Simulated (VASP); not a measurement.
Crystal: SiO2.

```
Si O
1.0
    -2.37405    2.37405    3.74400
     2.37405   -2.37405    3.74400
     2.37405    2.37405   -3.74400
Si O
2 4
Cartesian
  0.0000 0.0000 0.0000
  0.0000 2.3740 1.8720
  1.1870 2.9599 2.8080
  0.5858 1.1870 0.9360
  -1.1870 1.7882 2.8080
  -0.5858 3.5611 0.9360
```

Base run:

| Property | Result |
| --- | --- |
| Program | VASP 6.6.1 |
| Functional | PBEsol |
| Potentials or basis | VASP PAW PBE potentials, release 64 (Si, O) |
| Cutoff | 520 eV |
| k mesh | 8 × 8 × 8 |
| Occupations | gaussian, width 0.02 eV |
| Spin | no spin polarisation |

Its results: band gap on the k mesh 5.97 eV, direct; pressure 1.6 GPa; largest force 0.026 eV/Å.

Q: The run is repeated on the same cell with these changes: functional from PBEsol to PBE. What comes out?

A: Band gap on the k mesh 6.04 eV, direct; pressure 3.7 GPa; largest force 0.133 eV/Å.

PBE binds less tightly than PBEsol, so the same cell stands under more pressure.

Caveats: the PAW data sets were made with another functional, which shifts forces and pressure a little (some runs).

A k mesh can miss the band edges.
